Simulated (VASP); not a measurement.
# Ba2PdBr6 (Fm-3m) in VASP: a series of runs

Runs on Ba2PdBr6. Level: r2SCAN. Tasks: single point.

Everything below comes from runs of VASP 6.6.1. Logs are shortened: lines on timing, memory, paths and dates and some standing lists are left out, and cuts for length are marked.

## Step 1: The cell of the first run

It takes space group Fm-3m (No. 225, cubic). The conventional cell has a = 9.907 Å, b = 9.907 Å, c = 9.907 Å, α = 90.00°, β = 90.00°, γ = 90.00°. Pd (site symmetry m-3m) has 6 Br at 2.48 Å within 3.3 Å. Ba (site symmetry -43m) has 12 Br at 3.50 Å and 4 Pd at 4.29 Å within 4.6 Å. Br (site symmetry 4mm) has 1 Pd at 2.48 Å within 3.3 Å.

## Step 2: Single point, r2SCAN

POSCAR reads:

```
Ba2PdBr6
1.0
    0.0000000000      4.9534050000      4.9534050000
    4.9534050000      0.0000000000      4.9534050000
    4.9534050000      4.9534050000      0.0000000000
Pd Ba Br
1 2 6
Direct
    0.0000000000      0.0000000000      0.0000000000
    0.2500000000      0.2500000000      0.2500000000
    0.7500000000      0.7500000000      0.7500000000
    0.7500000000      0.2500000000      0.2500000000
    0.2500000000      0.7500000000      0.2500000000
    0.2500000000      0.7500000000      0.7500000000
    0.7500000000      0.2500000000      0.7500000000
    0.2500000000      0.2500000000      0.7500000000
    0.7500000000      0.7500000000      0.2500000000
```

INCAR.step1 reads:

```
SYSTEM = Ba2PdBr6
  ALGO = Normal
  EDIFF = 1E-4
  ENCUT = 520
  GGA = PE
  ISMEAR = -1
  LASPH = .True.
  LCHARG = .False.
  LREAL = .False.
  LWAVE = .True.
  NBANDS = 46
  NELM = 60
  PREC = Accurate
  SIGMA = 0.1
```

INCAR.step2 reads:

```
SYSTEM = Ba2PdBr6
  ALGO = Normal
  EDIFF = 1E-6
  ENCUT = 520
  ISIF = 2
  ISMEAR = -1
  ISTART = 1
  LASPH = .True.
  LCHARG = .False.
  LMIXTAU = .True.
  LREAL = .False.
  LWAVE = .False.
  METAGGA = R2SCAN
  NBANDS = 46
  NELM = 60
  PREC = Accurate
  SIGMA = 0.1
```

KPOINTS reads:

```
k-points
0
Gamma
  3 3 3
  0 0 0
```

Potentials or basis: VASP PAW PBE potentials, release 64 (Pd, Ba_sv, Br).

Started as:

```bash
$ cat potpaw_PBE.64/Pd/POTCAR potpaw_PBE.64/Ba_sv/POTCAR potpaw_PBE.64/Br/POTCAR > POTCAR
$ cp INCAR.step1 INCAR
$ mpirun -np 1 vasp_std > vasp.out
$ cp INCAR.step2 INCAR
$ mpirun -np 1 vasp_std > vasp.out
```

OUTCAR:

```text
SYSTEM = Ba2PdBr6
   EDIFF = 1E-6
   ENCUT = 520
   ISIF = 2
   ISMEAR = -1
   ISTART = 1
   LASPH = .True.
   LREAL = .False.
   METAGGA = R2SCAN
   NELM = 60
   PREC = Accurate

 ion  position               nearest neighbor table
   1  0.000  0.000  0.000-   4 2.48   5 2.48   6 2.48   7 2.48   8 2.48   9 2.48
   2  0.250  0.250  0.250-   4 3.50   5 3.50   8 3.50   6 3.50   7 3.50   8 3.50   5 3.50   6 3.50
                             9 3.50   4 3.50   7 3.50   9 3.50
   3  0.750  0.750  0.750-   6 3.50   7 3.50   9 3.50   4 3.50   5 3.50   9 3.50   4 3.50   7 3.50
                             8 3.50   5 3.50   6 3.50   8 3.50
   4  0.750  0.250  0.250-   1 2.48   2 3.50   3 3.50   3 3.50   2 3.50
   5  0.250  0.750  0.250-   1 2.48   2 3.50   3 3.50   2 3.50   3 3.50
   6  0.250  0.750  0.750-   1 2.48   3 3.50   2 3.50   2 3.50   3 3.50
   7  0.750  0.250  0.750-   1 2.48   3 3.50   2 3.50   3 3.50   2 3.50
   8  0.250  0.250  0.750-   1 2.48   2 3.50   2 3.50   3 3.50   3 3.50
   9  0.750  0.750  0.250-   1 2.48   3 3.50   3 3.50   2 3.50   2 3.50

  LATTYP: Found a face centered cubic cell.
 ALAT       =     9.9068100000

  Lattice vectors:

 A1 = (   0.0000000000,   4.9534050000,   4.9534050000)
 A2 = (   4.9534050000,   0.0000000000,   4.9534050000)
 A3 = (   4.9534050000,   4.9534050000,   0.0000000000)

Analysis of symmetry for initial positions (statically):
=====================================================================
 Subroutine PRICEL returns:
 Original cell was already a primitive cell.

 Routine SETGRP: Setting up the symmetry group for a
 face centered cubic supercell.

 Subroutine GETGRP returns: Found 48 space group operations
 (whereof 48 operations were pure point group operations)
 out of a pool of 48 trial point group operations.

The static configuration has the point symmetry O_h .

Analysis of symmetry for dynamics (positions and initial velocities):
=====================================================================
 Subroutine PRICEL returns:
 Original cell was already a primitive cell.

 Routine SETGRP: Setting up the symmetry group for a
 face centered cubic supercell.

 Subroutine GETGRP returns: Found 48 space group operations
 (whereof 48 operations were pure point group operations)
 out of a pool of 48 trial point group operations.

The dynamic configuration has the point symmetry O_h .

 Subroutine INISYM returns: Found 48 space group operations
 (whereof 48 operations are pure point group operations),
 and found     1 'primitive' translations

----------------------------------------------------------------------------------------

                                     Primitive cell

  volume of cell :     243.0757

  direct lattice vectors                    reciprocal lattice vectors
     0.000000000  4.953405000  4.953405000    -0.100940666  0.100940666  0.100940666
     4.953405000  0.000000000  4.953405000     0.100940666 -0.100940666  0.100940666
     4.953405000  4.953405000  0.000000000     0.100940666  0.100940666 -0.100940666

  length of vectors
     7.005172531  7.005172531  7.005172531     0.174834362  0.174834362  0.174834362

  position of ions in fractional coordinates (direct lattice)
     0.000000000  0.000000000  0.000000000
     0.250000000  0.250000000  0.250000000
     0.750000000  0.750000000  0.750000000
     0.750000000  0.250000000  0.250000000
     0.250000000  0.750000000  0.250000000
     0.250000000  0.750000000  0.750000000
     0.750000000  0.250000000  0.750000000
     0.250000000  0.250000000  0.750000000
     0.750000000  0.750000000  0.250000000

  ion indices of the primitive-cell ions
   primitive index   ion index
                 1           1
                 2           2
                 3           3
                 4           4
                 5           5
                 6           6
                 7           7
                 8           8
                 9           9

----------------------------------------------------------------------------------------

 KPOINTS: k-points

Automatic generation of k-mesh.
 Grid dimensions read from file:
 generate k-points for:    3    3    3

 Generating k-lattice:

  Cartesian coordinates                     Fractional coordinates (reciprocal lattice)
    -0.033646889  0.033646889  0.033646889     0.333333333  0.000000000  0.000000000
     0.033646889 -0.033646889  0.033646889     0.000000000  0.333333333  0.000000000
     0.033646889  0.033646889 -0.033646889     0.000000000  0.000000000  0.333333333

  Length of vectors
     0.058278121  0.058278121  0.058278121

  Shift w.r.t. Gamma in fractional coordinates (k-lattice)
     0.000000000  0.000000000  0.000000000

 Subroutine IBZKPT returns following result:
 ===========================================

 Found      4 irreducible k-points:

 Following reciprocal coordinates:
            Coordinates               Weight
  0.000000  0.000000  0.000000      1.000000
  0.333333  0.000000  0.000000      8.000000
  0.333333  0.333333  0.000000      6.000000
 -0.333333  0.333333  0.000000     12.000000
   k-points           NKPTS =      4   k-points in BZ     NKDIM =      4   number of bands    NBANDS=     46
   number of dos      NEDOS =    301   number of ions     NIONS =      9
   total plane-waves  NPLWV = 157464
   dimension x,y,z NGX =    54 NGY =   54 NGZ =   54
   dimension x,y,z NGXF=   108 NGYF=  108 NGZF=  108
   ions per type =               1   2   6
   NGX,Y,Z   is equivalent  to a cutoff of  12.82, 12.82, 12.82 a.u.
   NGXF,Y,Z  is equivalent  to a cutoff of  25.63, 25.63, 25.63 a.u.
 SYSTEM =  Ba2PdBr6
   PREC   = accura    normal or accurate (medium, high low for compatibility)
   ISTART =      1    job   : 0-new  1-cont  2-samecut
   ICHARG =      0    charge: 1-file 2-atom 10-const
   ISPIN  =      1    spin polarized calculation?
   LNONCOLLINEAR =      F non collinear calculations
   LSORBIT =      F    spin-orbit coupling
   LASPH  =      T    aspherical Exc in radial PAW
   ENCUT  =  520.0 eV  38.22 Ry    6.18 a.u.  13.02 13.02 13.02*2*pi/ulx,y,z
   NELM   =     60;   NELMIN=  2; NELMDL=  0     # of ELM steps
   EDIFF  = 0.1E-05   stopping-criterion for ELM
   LREAL  =      F    real-space projection
   EDIFFG = 0.1E-04   stopping-criterion for IOM
   NSW    =      0    number of steps for IOM
   IBRION =     -1    ionic relax: 0-MD 1-quasi-New 2-CG
   NFREE  =      0    steps in history (QN), initial steepest desc. (CG)
   ISIF   =      2    stress and relaxation
   ISYM   =      2    0-nonsym 1-usesym 2-fastsym
   POTIM  = 0.5000    time-step for ionic-motion
   TEBEG  =    0.0;   TEEND  =   0.0 temperature during run
   PSTRESS=    0.0 pullay stress
   NELECT =      72.0000    total number of electrons
   NUPDOWN=      -1.0000    fix difference up-down
   EMIN   =  10.00;   EMAX   =-10.00  energy-range for DOS
   EFERMI =   0.00;   METHOD = LEGACY
   ISMEAR =    -1;   SIGMA  =   0.10  broadening in eV -4-tet -1-fermi 0-gaus
   EFERMI_NEDOS =   21; number of points for ismear=-14 and -15
   IALGO  =     38    algorithm
   IMIX   =      4    mixing-type and parameters
     AMIX     =   0.40;   BMIX     =  1.00
     AMIX_MAG =   1.60;   BMIX_MAG =  1.00
  volume/ion in A,a.u.               =      27.01       182.26
  Fermi-wavevector in a.u.,A,eV,Ry     =   1.091286  2.062231 16.203241  1.190905
  Thomas-Fermi vector in A             =   2.227528
   LORBIT       =      0    0 simple, 1 ext, 2 COOP (PROOUT), +10 PAW based schemes
   METAGGA = R2SCAN    functional components
   LHFCALC =     F    Hartree Fock is set to
   AEXX    =    0.0000 exact exchange contribution
   IVDW    =     0    specifies the selected vdW correction
   LEPSILON=     F    determine dielectric tensor
   LRPA    =     F    only Hartree local field effects (RPA)
 non-spin polarized calculation
  energy-cutoff  :      520.00
  volume of cell :      243.08
 maximum number of plane-waves:      6567
 NGX is ok and might be reduce to    54
   NGX = 27   NGY = 27   NGZ = 27

 number of electron      71.9999990 magnetization

 Free energy of the ion-electron system (eV)
  ---------------------------------------------------
  ext. energy  EPLUGINS =         0.00000000
  ---------------------------------------------------
  free energy    TOTEN  =      -170.04121956 eV

  energy without entropy =     -169.90015405  energy(sigma->0) =     -169.97068680

 E-fermi :   4.4835     XC(G=0):  -9.8739

 val. band max:        4.0400988077   @ k =  -0.3333   0.3333   0.0000
 cond. band min:       4.5555177441   @ k =   0.3333   0.0000   0.0000
 fundamental gap:      0.5154189363
 Fermi energy:         4.4835109866

 k-point     1 :       0.0000    0.0000    0.0000
  band No.  band energies     occupation
      1     -25.4543      2.00000
      2     -25.4401      2.00000
      3     -12.9320      2.00000
      4     -12.0923      2.00000
      5     -12.0923      2.00000
      6     -12.0923      2.00000
[... 38 lines left out ...]
     45       7.2376      0.00000
     46       7.2376      0.00000

 k-point     2 :       0.3333    0.0000    0.0000
  band No.  band energies     occupation
      1     -25.4504      2.00000
      2     -25.4434      2.00000
      3     -12.8289      2.00000
      4     -12.4103      2.00000
      5     -12.0656      2.00000
      6     -12.0656      2.00000
[... 38 lines left out ...]
     45       8.1224      0.00000
     46       8.6698      0.00000

 k-point     3 :       0.3333    0.3333    0.0000
  band No.  band energies     occupation
      1     -25.4503      2.00000
      2     -25.4432      2.00000
      3     -12.8382      2.00000
      4     -12.2143      2.00000
      5     -12.2143      2.00000
      6     -12.1940      2.00000
[... 38 lines left out ...]
     45       8.5964      0.00000
     46       8.6570      0.00000

 k-point     4 :      -0.3333    0.3333    0.0000
  band No.  band energies     occupation
      1     -25.4467      2.00000
      2     -25.4467      2.00000
      3     -12.7089      2.00000
      4     -12.5576      2.00000
      5     -12.1705      2.00000
      6     -12.1593      2.00000
[... 38 lines left out ...]
     45       8.5697      0.00000
     46       8.7320      0.00000

------------------------ aborting loop because EDIFF is reached ----------------------------------------

  FORCE on cell =-STRESS in cart. coord.  units (eV):
  Direction    XX          YY          ZZ          XY          YZ          ZX
  --------------------------------------------------------------------------------------
  -------------------------------------------------------------------------------------
  Total        9.7959666      9.7959666      9.7959666     -0.0000000     -0.0000000      0.0000000
  in kB       64.5678563     64.5678563     64.5678563     -0.0000000     -0.0000000      0.0000000
  external PRESSURE =      64.5678563 kB  Pullay stress =       0.0000000 kB

 VOLUME and BASIS-vectors are now :
 -----------------------------------------------------------------------------
  energy-cutoff  :      520.00
  volume of cell :      243.08
      direct lattice vectors                 reciprocal lattice vectors
     0.000000000  4.953405000  4.953405000    -0.100940666  0.100940666  0.100940666
     4.953405000  0.000000000  4.953405000     0.100940666 -0.100940666  0.100940666
     4.953405000  4.953405000  0.000000000     0.100940666  0.100940666 -0.100940666

 POSITION                                       TOTAL-FORCE (eV/Angst)
 -----------------------------------------------------------------------------------
      0.00000      0.00000      0.00000         0.000000     -0.000000      0.000000
      2.47670      2.47670      2.47670         0.000000      0.000000      0.000000
      7.43011      7.43011      7.43011        -0.000000      0.000000      0.000000
      2.47670      4.95341      4.95341         1.071265     -0.000000      0.000000
      4.95341      2.47670      4.95341         0.000000      1.071265      0.000000
      7.43011      4.95341      4.95341        -1.071265     -0.000000      0.000000
      4.95341      7.43011      4.95341         0.000000     -1.071265      0.000000
      4.95341      4.95341      2.47670         0.000000     -0.000000      1.071265
      4.95341      4.95341      7.43011         0.000000     -0.000000     -1.071265
 -----------------------------------------------------------------------------------
    total drift:                               -0.000000      0.000000      0.000000

  FREE ENERGIE OF THE ION-ELECTRON SYSTEM (eV)
  ---------------------------------------------------
  free  energy   TOTEN  =      -170.0412195567 eV

  energy  without entropy=     -169.9001540480  energy(sigma->0) =     -169.97068680
```

It took 6.4 min on 1 thread of Intel Xeon Platinum 8259CL at 2.50GHz (Skylake/Cascade Lake), shared host; peak memory 0.45 GiB.

Results:

| Item | Value |
| --- | --- |
| Free energy | -170.0412 eV |
| Pressure | 6.5 GPa |
| Band gap on the k mesh | zero (bands 36 and 37 overlap by 0.35 eV) |

Caveat: the k points lie up to 0.37 Å⁻¹ apart; the PAW data sets were made with another functional, which shifts forces and pressure a little; spin-orbit coupling is left out, which moves the levels of the heavy elements.

(Continued in part 2 of 2.)

The gap in the log of VASP goes by the Fermi energy; the results here count the filled bands.